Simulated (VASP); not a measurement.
Crystal: CdSe.

```
CELL_PARAMETERS angstrom
0.00000 3.19049 2.87728
3.19049 0.00000 2.87728
3.19049 3.19049 0.00000
ATOMIC_POSITIONS crystal
Cd 0.00000 0.00000 0.00000
Se 0.25000 0.25000 0.25000
```

This cell differs from its parent crystal: epitaxial xy strain +4.0%.

Base run:

```yaml
Program: VASP 6.6.1
Functional: r2SCAN
Potentials_or_basis: VASP PAW PBE potentials, release 64 (Cd, Se)
Cutoff: 520 eV
k_mesh: 8 × 8 × 8
Occupations: gaussian, width 0.01 eV
Spin: no spin polarisation
```

Its results: band gap on the k mesh 0.80 eV, direct; pressure -0.8 GPa.

Problem. The run is repeated on the same cell with these changes: functional from r2SCAN to PBE; occupations from gaussian, width 0.01 eV to fermi-dirac, width 0.02 eV. What comes out?

Solution. Band gap on the k mesh 0.33 eV, direct; pressure 0.7 GPa.

Caveats: the PAW data sets were made with another functional, which shifts forces and pressure a little (some runs).

